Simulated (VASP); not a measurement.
**H17O8F: single point with PBEsol**

The system is H17O8F.

```xyz
26
Lattice="6.0295 0.0000 0.0000 0.0000 6.0295 0.0000 0.0000 0.0000 6.0295" Properties=species:S:1:pos:R:3 pbc="T T T"
O     4.6636    0.2399    5.7172
O     4.4445    3.6465    1.7633
O     1.8799    1.5862    5.0319
O     0.8483    5.9416    0.8029
O     2.0434    3.5978    2.4907
O     5.1620    6.7450    2.6918
O     2.7712    0.0582    3.2676
O     6.1328    4.0804    4.7148
H     4.4868    1.0896    5.3131
H     3.9025   -0.2813    5.3380
H     4.2713    3.5870    0.7602
H     5.0886    2.9504    1.7952
H     1.5210    0.8708    5.7602
H     2.3280    0.8460    4.3206
H     1.3867    5.2030    1.2713
H     0.1704    5.4499    0.2409
H     2.9991    3.3609    2.0635
H     1.5117    2.8372    2.6313
H     5.7632    6.3952    1.9077
H     5.7465    6.4296    3.4420
H     3.7718   -0.0057    2.9930
H     2.2963   -0.7821    3.0652
H     5.2883    3.5025    4.5148
H     6.7478    3.3894    4.8057
H     2.8360    2.2453    5.3897
F     3.7172    2.9506    5.2574
```

```yaml
Program: VASP 6.6.1
Task: single point
Functional: PBEsol
Potentials_or_basis: VASP PAW PBE potentials, release 64 (O, H, F)
Cutoff: 520 eV
k_mesh: 1 × 1 × 1
Occupations: fermi-dirac, width 0.02 eV
Spin: no spin polarisation
Dipole_correction: no
Further_INCAR_settings: LREAL = Auto; ALGO = Normal; EDIFF = 1e-07; NBANDS = 55
```

```json
{
  "Pressure": "-0.6 GPa",
  "Largest force": "3.684 eV/Å",
  "Band gap on the k mesh": "4.64 eV"
}
```

Forces in eV/Å, atoms in the order of the input:
```
O   -1.286 -1.351 -0.335
O   -0.869  0.794 -2.246
O   -0.172 -2.430  1.078
O    0.707 -1.631  0.644
O    1.995  1.734 -1.387
O    2.070 -0.794 -0.088
O    0.599 -0.139  0.227
O   -3.588  0.410 -0.727
H    0.076  1.377 -0.185
H    0.859  0.090  0.344
H   -0.066  0.327  0.627
H    0.944 -1.366  0.824
H    0.418  1.438 -0.663
H   -0.419  0.922 -0.162
H   -0.698  0.896 -0.652
H    0.257  0.288 -0.080
H   -1.332  0.257  1.281
H   -0.840 -1.452  0.299
H   -0.905  0.565  0.674
H   -0.804  0.368 -0.405
H   -0.754  0.550  0.043
H    0.193 -0.603  0.260
H    1.252  1.630  0.576
H    2.433 -2.000  0.296
H   -0.653 -0.065 -0.855
F    0.584  0.186  0.612
```

Stress tensor (GPa, compression positive):
```
 0.52 -1.28  0.62
-1.28 -0.52 -0.39
 0.62 -0.39 -1.84
```

Levels at points of the mesh, in eV from the valence-band top:
```
           k point  band 34  band 35  band 36  band 37  band 38  band 39
(0.00, 0.00, 0.00)    -0.38    -0.18     0.00     4.64     7.88     8.35
```

Run time: 34 s on 1 thread of Intel Xeon 6975P-C, on a shared host, peak memory 0.31 GiB.

Caveat: the k points lie up to 1.04 Å⁻¹ apart; the PAW data sets were made with another functional, which shifts forces and pressure a little.
